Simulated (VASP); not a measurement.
# SnTe (F-43m) in VASP: a series of runs

The runs below take SnTe through single point, with r2SCAN, HSE06, PBE-based screened hybrid with 5 % exact exchange, PBE-based screened hybrid with 40 % exact exchange.

Program: VASP 6.6.1. These are calculated values, not measurements. Logs are shortened: lines on timing, memory, paths and dates and some standing lists are left out, and cuts for length are marked.

## 1. The cell of the first run

Symmetry: F-43m, No. 216, cubic system. The conventional cell has a = 7.168 Å, b = 7.168 Å, c = 7.168 Å, α = 90.00°, β = 90.00°, γ = 90.00°. Sn (site symmetry -43m) has 4 Te at 3.10 Å within 4.1 Å. Te (site symmetry -43m) has 4 Sn at 3.10 Å within 4.1 Å.

## 2. Single point, r2SCAN

POSCAR reads:

```
SnTe
1.0
    0.0000000000      3.5839840137      3.5839840137
    3.5839840137      0.0000000000      3.5839840137
    3.5839840137      3.5839840137      0.0000000000
Sn Te
1 1
Direct
    0.0000000000      0.0000000000      0.0000000000
    0.2500000000      0.2500000000      0.2500000000
```

INCAR.step1 reads:

```
  PREC = Accurate
  ENCUT = 520
  ISMEAR = -1
  SIGMA = 0.02
  LREAL = F
  LASPH = T
  NELM = 100
  NBANDS = 17
  GGA = PE
  ALGO = Normal
  EDIFF = 1E-4
  LWAVE = T
  LCHARG = F
```

INCAR.step2 reads:

```
  PREC = Accurate
  ENCUT = 520
  EDIFF = 1E-6
  ISMEAR = -1
  SIGMA = 0.02
  LREAL = F
  LASPH = T
  NELM = 100
  ALGO = Normal
  ISIF = 2
  LWAVE = F
  LCHARG = T
  METAGGA = R2SCAN
  LMIXTAU = T
  LELF = T
  LVHAR = T
  NBANDS = 17
  ISTART = 1
```

KPOINTS reads:

```
Automatic mesh
0
Gamma
  4 4 4
```

Potentials or basis: VASP PAW PBE potentials, release 64 (Sn_d, Te).

The run is started by

```console
cat potpaw_PBE.64/Sn_d/POTCAR potpaw_PBE.64/Te/POTCAR > POTCAR
cp INCAR.step1 INCAR
mpirun -np 1 vasp_std > vasp.out
cp INCAR.step2 INCAR
mpirun -np 1 vasp_std > vasp.out
```

OUTCAR:

```text
PREC = Accurate
   ENCUT = 520
   EDIFF = 1E-6
   ISMEAR = -1
   LREAL = F
   LASPH = T
   NELM = 100
   ISIF = 2
   METAGGA = R2SCAN
   ISTART = 1

 ion  position               nearest neighbor table
   1  0.000  0.000  0.000-   2 3.10   2 3.10   2 3.10   2 3.10
   2  0.250  0.250  0.250-   1 3.10   1 3.10   1 3.10   1 3.10

  LATTYP: Found a face centered cubic cell.
 ALAT       =     7.1679680274

  Lattice vectors:

 A1 = (   0.0000000000,   3.5839840137,   3.5839840137)
 A2 = (   3.5839840137,   0.0000000000,   3.5839840137)
 A3 = (   3.5839840137,   3.5839840137,   0.0000000000)

Analysis of symmetry for initial positions (statically):
=====================================================================
 Subroutine PRICEL returns:
 Original cell was already a primitive cell.

 Routine SETGRP: Setting up the symmetry group for a
 face centered cubic supercell.

 Subroutine GETGRP returns: Found 24 space group operations
 (whereof 24 operations were pure point group operations)
 out of a pool of 48 trial point group operations.

The static configuration has the point symmetry T_d .

Analysis of symmetry for dynamics (positions and initial velocities):
=====================================================================
 Subroutine PRICEL returns:
 Original cell was already a primitive cell.

 Routine SETGRP: Setting up the symmetry group for a
 face centered cubic supercell.

 Subroutine GETGRP returns: Found 24 space group operations
 (whereof 24 operations were pure point group operations)
 out of a pool of 48 trial point group operations.

The dynamic configuration has the point symmetry T_d .

 Subroutine INISYM returns: Found 24 space group operations
 (whereof 24 operations are pure point group operations),
 and found     1 'primitive' translations

----------------------------------------------------------------------------------------

                                     Primitive cell

  volume of cell :      92.0721

  direct lattice vectors                    reciprocal lattice vectors
     0.000000000  3.583984014  3.583984014    -0.139509551  0.139509551  0.139509551
     3.583984014  0.000000000  3.583984014     0.139509551 -0.139509551  0.139509551
     3.583984014  3.583984014  0.000000000     0.139509551  0.139509551 -0.139509551

  length of vectors
     5.068518800  5.068518800  5.068518800     0.241637630  0.241637630  0.241637630

  position of ions in fractional coordinates (direct lattice)
     0.000000000  0.000000000  0.000000000
     0.250000000  0.250000000  0.250000000

  ion indices of the primitive-cell ions
   primitive index   ion index
                 1           1
                 2           2

----------------------------------------------------------------------------------------

 KPOINTS: Automatic mesh

Automatic generation of k-mesh.
 Grid dimensions read from file:
 generate k-points for:    4    4    4

 Generating k-lattice:

  Cartesian coordinates                     Fractional coordinates (reciprocal lattice)
    -0.034877388  0.034877388  0.034877388     0.250000000  0.000000000  0.000000000
     0.034877388 -0.034877388  0.034877388     0.000000000  0.250000000  0.000000000
     0.034877388  0.034877388 -0.034877388     0.000000000  0.000000000  0.250000000

  Length of vectors
     0.060409408  0.060409408  0.060409408

  Shift w.r.t. Gamma in fractional coordinates (k-lattice)
     0.000000000  0.000000000  0.000000000

 Subroutine IBZKPT returns following result:
 ===========================================

 Found      8 irreducible k-points:

 Following reciprocal coordinates:
            Coordinates               Weight
  0.000000  0.000000  0.000000      1.000000
  0.250000  0.000000  0.000000      8.000000
  0.500000  0.000000  0.000000      4.000000
  0.250000  0.250000  0.000000      6.000000
  0.500000  0.250000  0.000000     24.000000
 -0.250000  0.250000  0.000000     12.000000
  0.500000  0.500000  0.000000      3.000000
 -0.250000  0.500000  0.250000      6.000000
   k-points           NKPTS =      8   k-points in BZ     NKDIM =      8   number of bands    NBANDS=     17
   number of dos      NEDOS =    301   number of ions     NIONS =      2
   total plane-waves  NPLWV =  64000
   dimension x,y,z NGX =    40 NGY =   40 NGZ =   40
   dimension x,y,z NGXF=    80 NGYF=   80 NGZF=   80
   ions per type =               1   1
   NGX,Y,Z   is equivalent  to a cutoff of  13.12, 13.12, 13.12 a.u.
   NGXF,Y,Z  is equivalent  to a cutoff of  26.24, 26.24, 26.24 a.u.
 SYSTEM =  unknown system
   PREC   = accura    normal or accurate (medium, high low for compatibility)
   ISTART =      1    job   : 0-new  1-cont  2-samecut
   ICHARG =      0    charge: 1-file 2-atom 10-const
   ISPIN  =      1    spin polarized calculation?
   LNONCOLLINEAR =      F non collinear calculations
   LSORBIT =      F    spin-orbit coupling
   LASPH  =      T    aspherical Exc in radial PAW
   ENCUT  =  520.0 eV  38.22 Ry    6.18 a.u.   9.42  9.42  9.42*2*pi/ulx,y,z
   NELM   =    100;   NELMIN=  2; NELMDL=  0     # of ELM steps
   EDIFF  = 0.1E-05   stopping-criterion for ELM
   LREAL  =      F    real-space projection
   EDIFFG = 0.1E-04   stopping-criterion for IOM
   NSW    =      0    number of steps for IOM
   IBRION =     -1    ionic relax: 0-MD 1-quasi-New 2-CG
   NFREE  =      0    steps in history (QN), initial steepest desc. (CG)
   ISIF   =      2    stress and relaxation
   ISYM   =      2    0-nonsym 1-usesym 2-fastsym
   POTIM  = 0.5000    time-step for ionic-motion
   TEBEG  =    0.0;   TEEND  =   0.0 temperature during run
   PSTRESS=    0.0 pullay stress
   NELECT =      20.0000    total number of electrons
   NUPDOWN=      -1.0000    fix difference up-down
   EMIN   =  10.00;   EMAX   =-10.00  energy-range for DOS
   EFERMI =   0.00;   METHOD = LEGACY
   ISMEAR =    -1;   SIGMA  =   0.02  broadening in eV -4-tet -1-fermi 0-gaus
   EFERMI_NEDOS =   21; number of points for ismear=-14 and -15
   IALGO  =     38    algorithm
   IMIX   =      4    mixing-type and parameters
     AMIX     =   0.40;   BMIX     =  1.00
     AMIX_MAG =   1.60;   BMIX_MAG =  1.00
  volume/ion in A,a.u.               =      46.04       310.67
  Fermi-wavevector in a.u.,A,eV,Ry     =   0.984107  1.859692 13.176774  0.968466
  Thomas-Fermi vector in A             =   2.115314
   LORBIT       =      0    0 simple, 1 ext, 2 COOP (PROOUT), +10 PAW based schemes
   METAGGA = R2SCAN    functional components
   LHFCALC =     F    Hartree Fock is set to
   AEXX    =    0.0000 exact exchange contribution
   IVDW    =     0    specifies the selected vdW correction
   LEPSILON=     F    determine dielectric tensor
   LRPA    =     F    only Hartree local field effects (RPA)
 non-spin polarized calculation
  energy-cutoff  :      520.00
  volume of cell :       92.07
 maximum number of plane-waves:      2493
 NGX is ok and might be reduce to    40
   NGX = 19   NGY = 19   NGZ = 19

 number of electron      20.0000005 magnetization

 Free energy of the ion-electron system (eV)
  ---------------------------------------------------
  ext. energy  EPLUGINS =         0.00000000
  ---------------------------------------------------
  free energy    TOTEN  =       -50.07940846 eV

  energy without entropy =      -50.07772357  energy(sigma->0) =      -50.07856601

 E-fermi :   3.3822     XC(G=0):  -8.0555

 val. band max:        3.3300127608   @ k =  -0.2500   0.5000   0.2500
 cond. band min:       3.4190477927   @ k =   0.5000   0.5000   0.0000
 fundamental gap:      0.0890350319
 Fermi energy:         3.3822249734

 k-point     1 :       0.0000    0.0000    0.0000
  band No.  band energies     occupation
      1     -19.2680      2.00000
      2     -19.2680      2.00000
      3     -19.2680      2.00000
      4     -19.2533      2.00000
      5     -19.2533      2.00000
      6      -8.9141      2.00000
[... 9 lines left out ...]
     16      10.0652      0.00000
     17      11.2242      0.00000

 k-point     2 :       0.2500    0.0000    0.0000
  band No.  band energies     occupation
      1     -19.2689      2.00000
      2     -19.2672      2.00000
      3     -19.2672      2.00000
      4     -19.2533      2.00000
      5     -19.2533      2.00000
      6      -8.6428      2.00000
[... 9 lines left out ...]
     16       9.4312      0.00000
     17      10.6868      0.00000

 k-point     3 :       0.5000    0.0000    0.0000
  band No.  band energies     occupation
      1     -19.2698      2.00000
      2     -19.2663      2.00000
      3     -19.2663      2.00000
      4     -19.2531      2.00000
      5     -19.2531      2.00000
      6      -8.3008      2.00000
[... 9 lines left out ...]
     16      10.5606      0.00000
     17      10.5606      0.00000

 k-point     4 :       0.2500    0.2500    0.0000
  band No.  band energies     occupation
      1     -19.2703      2.00000
      2     -19.2663      2.00000
      3     -19.2663      2.00000
      4     -19.2538      2.00000
      5     -19.2528      2.00000
      6      -8.5454      2.00000
[... 9 lines left out ...]
     16      10.7056      0.00000
     17      12.5596      0.00000

 k-point     5 :       0.5000    0.2500    0.0000
  band No.  band energies     occupation
      1     -19.2709      2.00000
      2     -19.2656      2.00000
      3     -19.2654      2.00000
      4     -19.2537      2.00000
      5     -19.2528      2.00000
      6      -8.1839      2.00000
[... 9 lines left out ...]
     16      10.8165      0.00000
     17      11.7115      0.00000

 k-point     6 :      -0.2500    0.2500    0.0000
  band No.  band energies     occupation
      1     -19.2700      2.00000
      2     -19.2662      2.00000
      3     -19.2661      2.00000
      4     -19.2533      2.00000
      5     -19.2532      2.00000
      6      -8.3120      2.00000
[... 9 lines left out ...]
     16      10.4662      0.00000
     17      11.8307      0.00000

 k-point     7 :       0.5000    0.5000    0.0000
  band No.  band energies     occupation
      1     -19.2725      2.00000
      2     -19.2645      2.00000
      3     -19.2644      2.00000
      4     -19.2543      2.00000
      5     -19.2523      2.00000
      6      -8.0473      2.00000
[... 9 lines left out ...]
     16      11.8505      0.00000
     17      11.8505      0.00000

 k-point     8 :      -0.2500    0.5000    0.2500
  band No.  band energies     occupation
      1     -19.2712      2.00000
      2     -19.2658      2.00000
      3     -19.2645      2.00000
      4     -19.2538      2.00000
      5     -19.2528      2.00000
      6      -8.0436      2.00000
[... 9 lines left out ...]
     16      11.5670      0.00000
     17      11.6462      0.00000

------------------------ aborting loop because EDIFF is reached ----------------------------------------

  FORCE on cell =-STRESS in cart. coord.  units (eV):
  Direction    XX          YY          ZZ          XY          YZ          ZX
  --------------------------------------------------------------------------------------
  -------------------------------------------------------------------------------------
  Total       -0.1111432     -0.1111432     -0.1111432      0.0000000     -0.0000000      0.0000000
  in kB       -1.9340393     -1.9340393     -1.9340393      0.0000000     -0.0000000      0.0000000
  external PRESSURE =      -1.9340393 kB  Pullay stress =       0.0000000 kB

 VOLUME and BASIS-vectors are now :
 -----------------------------------------------------------------------------
  energy-cutoff  :      520.00
  volume of cell :       92.07
      direct lattice vectors                 reciprocal lattice vectors
     0.000000000  3.583984014  3.583984014    -0.139509551  0.139509551  0.139509551
     3.583984014  0.000000000  3.583984014     0.139509551 -0.139509551  0.139509551
     3.583984014  3.583984014  0.000000000     0.139509551  0.139509551 -0.139509551

 POSITION                                       TOTAL-FORCE (eV/Angst)
 -----------------------------------------------------------------------------------
      0.00000      0.00000      0.00000        -0.000000     -0.000000      0.000000
      1.79199      1.79199      1.79199         0.000000      0.000000     -0.000000
 -----------------------------------------------------------------------------------
    total drift:                                0.000002      0.000002      0.000002

  FREE ENERGIE OF THE ION-ELECTRON SYSTEM (eV)
  ---------------------------------------------------
  free  energy   TOTEN  =       -50.0794084564 eV

  energy  without entropy=      -50.0777235677  energy(sigma->0) =      -50.07856601
```

It took 74 s on 1 thread of Intel Xeon Platinum 8259CL at 2.50GHz (Skylake/Cascade Lake), shared host; peak memory 0.26 GiB.

What came out:

```yaml
Free_energy: -50.0794 eV
Pressure: -0.2 GPa
Band_gap_on_the_k_mesh: 0.09 eV (least direct gap 0.87 eV)
```

Caveat: the structure was generated, so it needn't be the stable form of SnTe; semilocal functionals underestimate gaps, and a narrow one can read as zero; the PAW data sets were made with another functional, which shifts forces and pressure a little; spin-orbit coupling is left out, which moves the levels of the heavy elements. A k mesh can miss the band edges.

(Part 1 of 3 ends here.)
